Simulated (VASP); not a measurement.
Here is a VASP 6.6.1 calculation.

INCAR

```
ALGO = Normal
EDIFF = 1E-6
ENCUT = 520
GGA = PE
ISIF = 2
ISMEAR = 0
LASPH = True
LCHARG = False
LREAL = False
LWAVE = False
NBANDS = 15
NELM = 100
PREC = Accurate
SIGMA = 0.1
```

KPOINTS

```
k-points
0
Gamma
  6 6 6
```

POSCAR

```
RbBr
1.0
    2.7127026300      1.5661796000      4.4632471300
   -2.7127026300      1.5661796000      4.4632471300
    0.0000000000     -3.1323591900      4.4632471300
Rb Br
1 1
Direct
    0.0000000000      0.0000000000      0.0000000000
    0.2487566200      0.2487566200      0.2487566200
```

Potentials or basis: VASP PAW PBE potentials, release 64 (Rb_sv, Br).

The run is started by

```bash
$ cat potpaw_PBE.64/Rb_sv/POTCAR potpaw_PBE.64/Br/POTCAR > POTCAR
$ mpirun -np 1 vasp_std > vasp.out
```

(1) Estimate the band gap on the k mesh.

(2) Estimate the pressure.

Answers

(1) 4.10 eV, indirect (least direct gap 4.19 eV).

(2) 0.4 GPa.
